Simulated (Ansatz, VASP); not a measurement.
**One calculation of AlNi, two programs**

INCAR

```
SYSTEM = AlNi
ALGO     = Normal         ! electronic algorithm
EDIFF    = 1E-6           ! SCF threshold, eV
ENCUT    = 520            ! plane-wave cutoff, eV
GGA      = PS             ! functional
ISIF     = 2              ! what is computed and relaxed
ISMEAR   = -1             ! smearing method
ISPIN    = 2              ! spin polarisation
LASPH    = .TRUE.         ! aspherical terms in the spheres
LCHARG   = .TRUE.         ! write CHGCAR
LDAU     = .TRUE.         ! DFT+U
LDAUJ    = 0 0          
LDAUL    = 2 -1           ! shell
LDAUPRINT= 1            
LDAUTYPE = 2            
LDAUU    = 6 0            ! U, eV
LELF     = .TRUE.         ! ELF
LMAXMIX  = 4              ! l up to which the mixer works
LORBIT   = 11             ! projections on sites
LREAL    = .FALSE.        ! projectors in reciprocal space
LVHAR    = .TRUE.       
LWAVE    = .FALSE.        ! write WAVECAR
MAGMOM   = 1 0            ! initial moments
NBANDS   = 18             ! bands
NELM     = 150            ! most SCF steps
PREC     = Accurate       ! precision mode
SIGMA    = 0.05           ! smearing width, eV
```

Contents of KPOINTS:

```
k-points
0
G
  9 9 9
  0 0 0
```

The input POSCAR:

```
AlNi
1.0
    2.8810000000      0.0000000000      0.0000000000
    0.0000000000      2.8810000000      0.0000000000
    0.0000000000      0.0000000000      2.8810000000
Ni Al
1 1
Direct
    0.5000000000      0.5000000000      0.5000000000
    0.0000000000      0.0000000000      0.0000000000
```

File input.yaml:

```yaml
crystal:
  lattice:
    - [2.881, 0.0, 0.0]
    - [0.0, 2.881, 0.0]
    - [0.0, 0.0, 2.881]
  atoms:
    - { symbol: Ni, position: [0.5, 0.5, 0.5], spin: 1.0 }
    - { symbol: Al, position: [0.0, 0.0, 0.0] }
kpoints:
  mp_grid: { grid: [9, 9, 9] }
scf:
  occupations: { method: fermi_dirac, width: 0.05 }
hamiltonian:
  xc: pbesol
  pseudopotentials: { kind: all_electron, lapw: { basis_error: 0.001 } }
  hubbard:
    sites: [{ species: Ni, l: d, u_eff: 6 }]
    double_counting: fll
    projectors: ortho-atomic
magnetization:
  spin_polarized: true
output:
  forces: true
  stress: true
  eigenvalues: true
  dos: { projected: false, de: 0.2, e_range: [-14, 6] }
  hubbard: {}
```

Alike in both runs: functional PBEsol; k mesh 9 × 9 × 9; occupations fermi-dirac, width 0.05 eV; collinear spin; Hubbard terms Ni d U = 6.0 eV.

|  | VASP | Ansatz |
| --- | --- | --- |
| version | VASP 6.6.1 | Ansatz 0.2.0 |
| potentials or method | VASP PAW PBE potentials, release 64 (Ni, Al), cutoff 520 eV | all-electron LAPW, scalar-relativistic |
| task | single point | density of states |

```tsv
	VASP	Ansatz	Ansatz less VASP
gap on the k mesh at the Fermi level (eV)	none	none	-
pressure (GPa)	-10.8	-4.6	+6.23
net moment per atom (μB)	0.00	0.00	0.000
```

VASP's potentials were made for PBE, not for PBEsol. The programs project onto different local orbitals, so the same U acts differently, and such runs can settle in different states. A gap of «none» marks a metal or a gap that the smearing closes. Ansatz ran all-electron here, and VASP with PAW potentials.

Noted on Ansatz's run: the magnetic state may not be the lowest; U is the effective U less J, on atomic orbitals that reach past the spheres.
